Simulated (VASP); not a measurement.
The system is Zr2NbC3.

```xyz
6
Lattice="2.4419 -4.3946 0.0000 2.4419 4.3946 0.0000 0.0000 0.0000 4.0303" Properties=species:S:1:pos:R:3 pbc="T T T"
Zr    1.2209   -2.1973    2.0152
Zr    1.2209    2.1973    2.0152
Nb    0.0000    0.0000    0.0000
C     2.4419   -1.5641    0.0000
C     2.4419    1.5641    0.0000
C     2.4419    0.0000    2.0152
```

The cell was built from a structure type or drawn by symmetry, and may not be a known phase.

* Program: VASP 6.6.1
* Task: relaxation of cell and atoms
* Functional: PBE
* Potentials or basis: VASP PAW PBE potentials, release 64 (Zr_sv, Nb_sv, C)
* Cutoff: 600 eV
* k mesh: 4 × 4 × 4
* Occupations: gaussian, width 0.1 eV
* Spin: no spin polarisation

At the start: pressure -8.6 GPa; volume 14.42 Å³/atom.

Problem. How do energy, volume and symmetry change on relaxing?

Solution. Over 23 steps the energy falls by 809.6 meV/atom and the volume is 13.59 Å³/atom (-5.7 %); space group Cmmm (No. 65, to 0.1 Å) before and after.

Step by step:
```csv
step,energy change (eV),largest force (eV/Å),pressure (GPa),volume (Å³)
1,0.0000,0.4228,-8.59,86.50
2,-2.1601,0.5034,7.48,76.39
3,-2.4540,0.7901,20.39,72.00
4,-3.8959,1.4929,6.05,76.51
5,-4.3876,1.7033,-2.47,80.17
6,-4.4038,1.5520,-3.98,80.98
7,-4.4044,1.6010,-3.61,80.77
8,-4.6642,0.6082,-0.84,80.10
9,-4.7006,0.1705,1.30,79.60
10,-4.7025,0.0142,0.87,79.71
11,-4.7917,0.3313,-1.08,80.19
12,-4.7934,0.3610,-1.28,80.25
13,-4.7936,0.3734,-1.35,80.28
14,-4.8078,0.1712,1.49,79.39
15,-4.8080,0.1505,1.78,79.30
16,-4.8227,0.1279,1.66,79.66
17,-4.8515,0.0120,1.06,80.69
18,-4.8202,0.1986,0.46,82.63
19,-4.8555,0.0522,0.89,81.14
20,-4.8555,0.0640,0.81,81.27
21,-4.8559,0.0495,-1.11,82.02
22,-4.8573,0.0047,-0.21,81.66
23,-4.8576,0.0304,0.03,81.56
```

Final structure:
```
Zr Nb C
1.0
     3.32112   -3.63847    0.00000
     3.32112    3.63847    0.00000
     0.00000    0.00000    3.37492
Zr Nb C
2 1 3
Direct
  0.50000 0.00000 0.50000
  0.00000 0.50000 0.50000
  0.00000 0.00000 0.00000
  0.71585 0.28415 0.00000
  0.28415 0.71585 0.00000
  0.50000 0.50000 0.50000
```

Caveat: the k points lie up to 0.47 Å⁻¹ apart in the final cell, too coarse for converged energies and pressures of a metal; a cell axis changed by over 15 % at a fixed basis, so the end point is rough.
